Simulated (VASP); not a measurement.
# Se: single point with LDA

The system is Se.

```
CELL_PARAMETERS angstrom
-1.67537 1.67537 1.67537
1.67537 -1.67537 1.67537
1.67537 1.67537 -1.67537
ATOMIC_POSITIONS crystal
Se 0.00000 0.00000 0.00000
```

```json
{
 "Program": "VASP 6.6.1",
 "Task": "single point",
 "Functional": "LDA",
 "Potentials or basis": "VASP PAW LDA potentials, release 64 (Se)",
 "Cutoff": "520 eV",
 "k mesh": "14 × 14 × 14",
 "Occupations": "fermi-dirac, width 0.136057 eV",
 "Spin": "no spin polarisation"
}
```

| Quantity | Value |
| --- | --- |
| Pressure | 1.2 GPa |
| Band gap on the k mesh | zero (band 3 reaches 9.93 eV, above the bottom of band 4 at 3.07 eV) |

Levels at points of the mesh, in eV from the Fermi level:
```tsv
k point	band 1	band 2	band 3	band 4	band 5	band 6
(0.00, 0.00, 0.00)	-16.80	3.39	3.39	3.39	12.15	12.67
(0.50, 0.00, 0.00)	-12.90	-7.24	0.11	2.38	7.00	8.32
(0.50, 0.50, 0.50)	-10.14	-3.48	-3.48	-3.48	3.75	3.75
```

It took 17 s on 1 thread of AMD EPYC 7R13 Processor (Zen 3), on a shared host, peak memory 0.1 GiB.
